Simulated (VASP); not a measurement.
Set up this calculation in VASP 6.6.1, as the native input.

```
Task                   : molecular dynamics
Functional             : PBEsol
Potentials or basis    : VASP PAW PBE potentials, release 64 (Sr_sv, Cd)
Cutoff                 : 520 eV
k mesh                 : 3 × 5 × 5
Occupations            : fermi-dirac, width 0.08 eV
Spin                   : no spin polarisation
Dipole correction      : no
Further INCAR settings : ALGO = Fast; EDIFF = 1e-05; NBANDS = 30; ISYM = 0; IBRION = 0; POTIM = 3.0; NSW = 15
```

The structure of SrCd lies in POSCAR:

```
SrCd
1.0
    8.0712599400      0.0000000000      0.0000000000
    0.0000000000      4.0356299700      0.0000000000
    0.0000000000      0.0000000000      4.0356299700
Sr Cd
2 2
Direct
    0.2500000000      0.5000000000      0.5000000000
    0.7500000000      0.5000000000      0.5000000000
    0.0000000000      0.0000000000      0.0000000000
    0.5000000000      0.0000000000      0.0000000000
```

The input as run:

INCAR

```
SYSTEM = SrCd
PREC = Accurate
ENCUT = 520
EDIFF = 1E-5
ISMEAR = -1
SIGMA = 0.08
LREAL = .FALSE.
LASPH = .TRUE.
NELM = 100
ALGO = Fast
ISIF = 2
LWAVE = .FALSE.
LCHARG = .FALSE.
GGA = PS
NBANDS = 30
IBRION = 0
NSW = 15
POTIM = 3.0
TEBEG = 800.0
TEEND = 800.0
ISYM = 0
NELMIN = 4
RANDOM_SEED = 135497 0 0
MDALGO = 1
ANDERSEN_PROB = 0.0
```

KPOINTS

```
regular mesh
0
G
  3 5 5
  0 0 0
```

Potentials or basis: VASP PAW PBE potentials, release 64 (Sr_sv, Cd).

Run with:

```console
$ cat potpaw_PBE.64/Sr_sv/POTCAR potpaw_PBE.64/Cd/POTCAR > POTCAR
$ mpirun -np 1 vasp_std > vasp.out
```

It took 4.7 min on 1 thread of Intel(R) Xeon(R) 6975P-C (Granite Rapids), on a shared host, peak memory 0.45 GiB.
